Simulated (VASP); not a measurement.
Si2W: single point with LDA

Si2W:

```
Si W
1.0
    -1.61453    1.61453    3.93355
     1.61453   -1.61453    3.93355
     1.61453    1.61453   -3.93355
Si W
2 1
Cartesian
  0.0000 0.0000 2.6320
  0.0000 0.0000 5.2351
  0.0000 0.0000 0.0000
```

* Program: VASP 6.6.1
* Task: single point
* Functional: LDA
* Potentials or basis: VASP PAW LDA potentials, release 64 (Si, W_sv)
* Cutoff: 520 eV
* k mesh: 18 × 18 × 18
* Occupations: gaussian, width 0.1 eV
* Spin: no spin polarisation

```json
{
  "Pressure": "-8.1 GPa",
  "Largest force": "0.112 eV/Å",
  "Band gap on the k mesh": "zero (bands 11 and 12 overlap by 1.25 eV)"
}
```

Forces on the atoms (eV/Å):
```
Si   0.000  0.000  0.112
Si   0.000  0.000 -0.112
W    0.000  0.000  0.000
```

Stress tensor (GPa, compression positive):
```
-7.89  0.00  0.00
 0.00 -7.89  0.00
 0.00  0.00 -8.44
```

Levels at points of the mesh, in eV from the Fermi level:
```
           k point  band 8  band 9  band 10  band 11  band 12  band 13  band 14  band 15
(0.00, 0.00, 0.00)   -3.27   -2.79    -2.79     0.59     2.65     3.07     3.08     3.08
(0.50, 0.00, 0.00)   -4.72   -2.73    -2.72    -0.42     2.59     2.77     3.92     4.26
(0.50, 0.50, 0.00)   -5.47   -4.92    -3.17    -1.64     2.76     2.84     3.01     3.85
(0.50, 0.50, 0.50)   -2.54   -0.80    -0.80    -0.50    -0.50     0.76     4.43     4.63
```

Wall time 6.1 min on 1 thread of AMD EPYC 9R45 96-Core Processor (Zen 5), on a shared host, peak memory 0.41 GiB.

Caveat: the cell stands under tension; spin-orbit coupling is left out, which moves the levels of the heavy elements.
